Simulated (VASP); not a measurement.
# HgTe (rocksalt type) (Fm-3m) in VASP: further runs, part 2 of 2

VASP 6.6.1.

## 3. Single point, PBE

INCAR

```
PREC = Accurate
ENCUT = 520
EDIFF = 1E-6
ISMEAR = -1
SIGMA = 0.1
LREAL = F
LASPH = T
NELM = 100
ALGO = Normal
ISIF = 2
LWAVE = F
LCHARG = F
GGA = PE
NBANDS = 16
```

KPOINTS

```
regular mesh
0
Gamma
  11 11 11
```

POSCAR

```
HgTe
1.0
    0.0000000000      3.0722318150      3.0722318150
    3.0722318150      0.0000000000      3.0722318150
    3.0722318150      3.0722318150      0.0000000000
Hg Te
1 1
Direct
    0.0000000000      0.0000000000      0.0000000000
    0.5000000000      0.5000000000      0.5000000000
```

Potentials or basis: VASP PAW PBE potentials, release 64 (Hg, Te).

On the command line:

```sh
> cat potpaw_PBE.64/Hg/POTCAR potpaw_PBE.64/Te/POTCAR > POTCAR
> mpirun -np 1 vasp_std > vasp.out
```

OUTCAR:

```text
PREC = Accurate
   ENCUT = 520
   EDIFF = 1E-6
   ISMEAR = -1
   LREAL = F
   LASPH = T
   NELM = 100
   ISIF = 2
   GGA = PE

 ion  position               nearest neighbor table
   1  0.000  0.000  0.000-   2 3.07   2 3.07   2 3.07   2 3.07   2 3.07   2 3.07
   2  0.500  0.500  0.500-   1 3.07   1 3.07   1 3.07   1 3.07   1 3.07   1 3.07

  LATTYP: Found a face centered cubic cell.
 ALAT       =     6.1444636300

  Lattice vectors:

 A1 = (   0.0000000000,   3.0722318150,   3.0722318150)
 A2 = (   3.0722318150,   0.0000000000,   3.0722318150)
 A3 = (   3.0722318150,   3.0722318150,   0.0000000000)

Analysis of symmetry for initial positions (statically):
=====================================================================
 Subroutine PRICEL returns:
 Original cell was already a primitive cell.

 Routine SETGRP: Setting up the symmetry group for a
 face centered cubic supercell.

 Subroutine GETGRP returns: Found 48 space group operations
 (whereof 48 operations were pure point group operations)
 out of a pool of 48 trial point group operations.

The static configuration has the point symmetry O_h .

Analysis of symmetry for dynamics (positions and initial velocities):
=====================================================================
 Subroutine PRICEL returns:
 Original cell was already a primitive cell.

 Routine SETGRP: Setting up the symmetry group for a
 face centered cubic supercell.

 Subroutine GETGRP returns: Found 48 space group operations
 (whereof 48 operations were pure point group operations)
 out of a pool of 48 trial point group operations.

The dynamic configuration has the point symmetry O_h .

 Subroutine INISYM returns: Found 48 space group operations
 (whereof 48 operations are pure point group operations),
 and found     1 'primitive' translations
[... 108 lines left out ...]
   EMIN   =  10.00;   EMAX   =-10.00  energy-range for DOS
   EFERMI =   0.00;   METHOD = LEGACY
   ISMEAR =    -1;   SIGMA  =   0.10  broadening in eV -4-tet -1-fermi 0-gaus
   EFERMI_NEDOS =   21; number of points for ismear=-14 and -15
   IALGO  =     38    algorithm
   IMIX   =      4    mixing-type and parameters
     AMIX     =   0.40;   BMIX     =  1.00
     AMIX_MAG =   1.60;   BMIX_MAG =  1.00
  volume/ion in A,a.u.               =      29.00       195.69
  Fermi-wavevector in a.u.,A,eV,Ry     =   1.108413  2.094597 16.715843  1.228580
  Thomas-Fermi vector in A             =   2.244940
   LORBIT       =      0    0 simple, 1 ext, 2 COOP (PROOUT), +10 PAW based schemes
   GGA     = PE    functional components
   LHFCALC =     F    Hartree Fock is set to
   AEXX    =    0.0000 exact exchange contribution
   IVDW    =     0    specifies the selected vdW correction
   LEPSILON=     F    determine dielectric tensor
   LRPA    =     F    only Hartree local field effects (RPA)
 non-spin polarized calculation
  energy-cutoff  :      520.00
  volume of cell :       58.00
 maximum number of plane-waves:      1584
   NGX = 17   NGY = 17   NGZ = 17

 number of electron      18.0000000 magnetization

 Free energy of the ion-electron system (eV)
  ---------------------------------------------------
  ext. energy  EPLUGINS =         0.00000000
  ---------------------------------------------------
  free energy    TOTEN  =        -3.36560764 eV

  energy without entropy =       -3.32708914  energy(sigma->0) =       -3.34634839

 E-fermi :   4.1312     XC(G=0):  -9.7688

 val. band max:        4.1134817789   @ k =  -0.1818   0.0909   0.0000
 cond. band min:       4.1910605403   @ k =  -0.3636   0.4545   0.0909
 fundamental gap:      0.0775787614
 Fermi energy:         4.1311711704

 k-point     1 :       0.0000    0.0000    0.0000
  band No.  band energies     occupation
      1      -7.7343      2.00000
      2      -2.4671      2.00000
      3      -2.4671      2.00000
      4      -2.4094      2.00000
      5      -2.4094      2.00000
      6      -2.4094      2.00000
[... 433 lines left out ...]
      3      -2.6688      2.00000
      4      -2.4552      2.00000
      5      -2.3381      2.00000
      6      -2.2832      2.00000
[... 8 lines left out ...]
     15      13.4636      0.00000
     16      14.7828      0.00000

 [... further k-points ...]

------------------------ aborting loop because EDIFF is reached ----------------------------------------

  FORCE on cell =-STRESS in cart. coord.  units (eV):
  Direction    XX          YY          ZZ          XY          YZ          ZX
  --------------------------------------------------------------------------------------
  -------------------------------------------------------------------------------------
  Total        0.0296610      0.0296610      0.0296610      0.0000000      0.0000000      0.0000000
  in kB        0.8194169      0.8194169      0.8194169      0.0000000      0.0000000      0.0000000
  external PRESSURE =       0.8194169 kB  Pullay stress =       0.0000000 kB

 VOLUME and BASIS-vectors are now :
 -----------------------------------------------------------------------------
  energy-cutoff  :      520.00
  volume of cell :       58.00
      direct lattice vectors                 reciprocal lattice vectors
     0.000000000  3.072231815  3.072231815    -0.162748136  0.162748136  0.162748136
     3.072231815  0.000000000  3.072231815     0.162748136 -0.162748136  0.162748136
     3.072231815  3.072231815  0.000000000     0.162748136  0.162748136 -0.162748136

 POSITION                                       TOTAL-FORCE (eV/Angst)
 -----------------------------------------------------------------------------------
      0.00000      0.00000      0.00000         0.000000      0.000000      0.000000
      3.07223      3.07223      3.07223         0.000000      0.000000      0.000000
 -----------------------------------------------------------------------------------
    total drift:                                0.000000     -0.000000     -0.000000

  FREE ENERGIE OF THE ION-ELECTRON SYSTEM (eV)
  ---------------------------------------------------
  free  energy   TOTEN  =        -3.3656076410 eV

  energy  without entropy=       -3.3270891401  energy(sigma->0) =       -3.34634839
```

stdout:

```text
POSCAR found type information on POSCAR HgTe
 POSCAR found :  2 types and       2 ions
 scaLAPACK will be used
 LDA part: xc-table for (Slater+PW92), standard interpolation
 POSCAR, INCAR and KPOINTS ok, starting setup
 FFT: planning ... GRIDC
 FFT: planning ... GRID_SOFT
 FFT: planning ... GRID
 WAVECAR not read
 entering main loop
```

Wall time 13 s (1 thread of Intel Xeon 6975P-C (Granite Rapids), shared host); peak memory 0.2 GiB.

What came out:

- Free energy: -3.3656 eV
- Pressure: 0.1 GPa
- Band gap on the k mesh: zero (bands 9 and 10 overlap by 2.39 eV)

Caveat: spin-orbit coupling is left out, which moves the levels of the heavy elements.

## 4. Single point, PBE

INCAR

```
SYSTEM = HgTe
PREC     = Accurate       ! precision mode
ENCUT    = 520            ! plane-wave cutoff, eV
EDIFF    = 1E-6           ! SCF threshold, eV
ISMEAR   = -1             ! smearing method
SIGMA    = 0.1            ! smearing width, eV
LREAL    = .False.        ! projectors in reciprocal space
LASPH    = .True.         ! aspherical terms in the spheres
NELM     = 80             ! most SCF steps
ALGO     = Normal         ! electronic algorithm
ISIF     = 2              ! what is computed and relaxed
LWAVE    = .False.        ! write WAVECAR
LCHARG   = .False.        ! write CHGCAR
GGA      = PE             ! functional
NBANDS   = 16             ! bands
```

KPOINTS

```
Automatic mesh
0
Gamma
  12 12 12
  0 0 0
```

POSCAR is that of step 3.

Potentials or basis: VASP PAW PBE potentials, release 64 (Hg, Te).

On the command line:

```sh
> cat potpaw_PBE.64/Hg/POTCAR potpaw_PBE.64/Te/POTCAR > POTCAR
> mpirun -np 1 vasp_std > vasp.out
```

OUTCAR:

```text
SYSTEM = HgTe
   PREC = Accurate
   ENCUT = 520
   EDIFF = 1E-6
   ISMEAR = -1
   LREAL = .False.
   LASPH = .True.
   NELM = 80
   ISIF = 2
   GGA = PE

 ion  position               nearest neighbor table
   1  0.000  0.000  0.000-   2 3.07   2 3.07   2 3.07   2 3.07   2 3.07   2 3.07
   2  0.500  0.500  0.500-   1 3.07   1 3.07   1 3.07   1 3.07   1 3.07   1 3.07

  LATTYP: Found a face centered cubic cell.
 ALAT       =     6.1444636300

  Lattice vectors:

[... 640 lines left out ...]
 [... further k-points ...]

------------------------ aborting loop because EDIFF is reached ----------------------------------------

  FORCE on cell =-STRESS in cart. coord.  units (eV):
  Direction    XX          YY          ZZ          XY          YZ          ZX
  --------------------------------------------------------------------------------------
  -------------------------------------------------------------------------------------
  Total        0.0495374      0.0495374      0.0495374      0.0000000      0.0000000      0.0000000
  in kB        1.3685218      1.3685218      1.3685218      0.0000000      0.0000000      0.0000000
  external PRESSURE =       1.3685218 kB  Pullay stress =       0.0000000 kB

 VOLUME and BASIS-vectors are now :
 -----------------------------------------------------------------------------
  energy-cutoff  :      520.00
  volume of cell :       58.00
      direct lattice vectors                 reciprocal lattice vectors
     0.000000000  3.072231815  3.072231815    -0.162748136  0.162748136  0.162748136
     3.072231815  0.000000000  3.072231815     0.162748136 -0.162748136  0.162748136
     3.072231815  3.072231815  0.000000000     0.162748136  0.162748136 -0.162748136

 POSITION                                       TOTAL-FORCE (eV/Angst)
 -----------------------------------------------------------------------------------
      0.00000      0.00000      0.00000         0.000000      0.000000      0.000000
      3.07223      3.07223      3.07223         0.000000      0.000000      0.000000
 -----------------------------------------------------------------------------------
    total drift:                                0.000000     -0.000000     -0.000000

  FREE ENERGIE OF THE ION-ELECTRON SYSTEM (eV)
  ---------------------------------------------------
  free  energy   TOTEN  =        -3.3629415963 eV

  energy  without entropy=       -3.3216030866  energy(sigma->0) =       -3.34227234
```

OSZICAR:

```text
N       E                     dE             d eps       ncg     rms          rms(c)
DAV:   1     0.103758444780E+03    0.10376E+03   -0.82594E+03  2328   0.994E+02
DAV:   2    -0.182689656831E+00   -0.10394E+03   -0.96727E+02  2712   0.228E+02
DAV:   3    -0.353704441389E+01   -0.33544E+01   -0.33366E+01  2864   0.425E+01
DAV:   4    -0.356105750512E+01   -0.24013E-01   -0.24011E-01  3128   0.340E+00
DAV:   5    -0.356126944743E+01   -0.21194E-03   -0.21194E-03  2968   0.242E-01    0.676E+00
DAV:   6    -0.336695493285E+01    0.19431E+00   -0.39506E-01  2744   0.788E+00    0.537E+00
DAV:   7    -0.336345689126E+01    0.34980E-02   -0.61501E-02  2720   0.169E+00    0.207E+00
DAV:   8    -0.336292481192E+01    0.53208E-03   -0.52029E-03  2576   0.800E-01    0.429E-01
DAV:   9    -0.336291757242E+01    0.72395E-05   -0.49978E-04  2928   0.225E-01    0.489E-02
DAV:  10    -0.336293498980E+01   -0.17417E-04   -0.50246E-05  2784   0.596E-02    0.329E-02
DAV:  11    -0.336294170954E+01   -0.67197E-05   -0.91930E-06  2880   0.208E-02    0.123E-02
DAV:  12    -0.336294159631E+01    0.11323E-06   -0.90461E-07  1928   0.645E-03
   1 F= -.33629416E+01 E0= -.33422723E+01  d E =-.413385E-01
```

Run time: 16 s. Hardware: 1 thread of Intel Xeon 6975P-C (Granite Rapids), shared host; peak memory 0.21 GiB.

What came out:

```yaml
Free_energy: -3.3629 eV
Pressure: 0.1 GPa
Band_gap_on_the_k_mesh: zero (bands 9 and 10 overlap by 2.43 eV)
```

Caveat: spin-orbit coupling is left out, which moves the levels of the heavy elements.
